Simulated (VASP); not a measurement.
Input of a VASP 6.6.1 run:

Contents of INCAR:

```
PREC = Accurate
ENCUT = 520
EDIFF = 1E-6
ISMEAR = 0
SIGMA = 0.15
LREAL = F
LASPH = T
NELM = 60
ALGO = Fast
ISIF = 2
LWAVE = F
LCHARG = F
GGA = PS
NBANDS = 18
```

KPOINTS

```
regular mesh
0
Gamma
  16 16 16
```

File POSCAR:

```
GaCo
1.0
    2.8831000000      0.0000000000      0.0000000000
    0.0000000000      2.8831000000      0.0000000000
    0.0000000000      0.0000000000      2.8831000000
Ga Co
1 1
Direct
    0.5000000000      0.5000000000      0.5000000000
   -0.0490518387     -0.0490518387     -0.0346848878
```

Potentials or basis: VASP PAW PBE potentials, release 64 (Ga_d, Co).

Launch:

```bash
$ cat potpaw_PBE.64/Ga_d/POTCAR potpaw_PBE.64/Co/POTCAR > POTCAR
$ mpirun -np 1 vasp_std > vasp.out
```

Task: Estimate the pressure.

Result: -3.9 GPa.

Task: Estimate the largest force.

Result: 1.472 eV/Å.

Forces in eV/Å, atoms in the order of the input:
```
Ga  -0.922 -0.922 -0.683
Co   0.922  0.922  0.683
```

Caveat: the cell differs from its parent crystal (atom 2 (Co) moved by (-0.200, -0.100) A along [1 1 0] and z); the cell stands under tension; the PAW data sets were made with another functional, which shifts forces and pressure a little; the run has no spin polarisation, though such a crystal can be magnetic. Spin polarisation is off, so any magnetic state and its effect on volume and gap are missing.
